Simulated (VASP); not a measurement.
Input of a VASP 6.6.1 run:

The input INCAR:

```
SYSTEM = SiNi3
PREC = Accurate
ENCUT = 520
EDIFF = 1E-7
ISMEAR = 0
SIGMA = 0.15
LREAL = .FALSE.
LASPH = .TRUE.
NELM = 100
ALGO = Fast
ISIF = 2
LWAVE = .FALSE.
LCHARG = .TRUE.
GGA = PS
LELF = .TRUE.
LVHAR = .TRUE.
NBANDS = 25
```

The input KPOINTS:

```
Automatic mesh
0
G
  16 16 16
  0 0 0
```

POSCAR

```
SiNi3
1.0
    3.6539235749      0.0000000000      0.0000000000
    0.0000000000      3.6539235749      0.0000000000
    0.0000000000      0.0000000000      3.1058350387
Si Ni
1 3
Direct
    0.0000000000      0.0000000000      0.0000000000
    0.0000000000      0.5000000000      0.5000000000
    0.5000000000      0.0000000000      0.5000000000
    0.5000000000      0.5000000000      0.0000000000
```

Potentials or basis: VASP PAW PBE potentials, release 64 (Si, Ni).

The run is started by

```sh
$ cat potpaw_PBE.64/Si/POTCAR potpaw_PBE.64/Ni/POTCAR > POTCAR
$ mpirun -np 1 vasp_std > vasp.out
```

Question: Estimate the band gap on the k mesh.

Answer: Zero (band 17 reaches 11.50 eV, above the bottom of band 18 at 10.73 eV).

Question: Predict the pressure.

Answer: 1.7 GPa.

Stress tensor (GPa, compression positive):
```
-3.63  0.00  0.00
 0.00 -3.63  0.00
 0.00  0.00 12.36
```

Caveat: the PAW data sets were made with another functional, which shifts forces and pressure a little. Spin polarisation is off, so any magnetic state and its effect on volume and gap are missing.
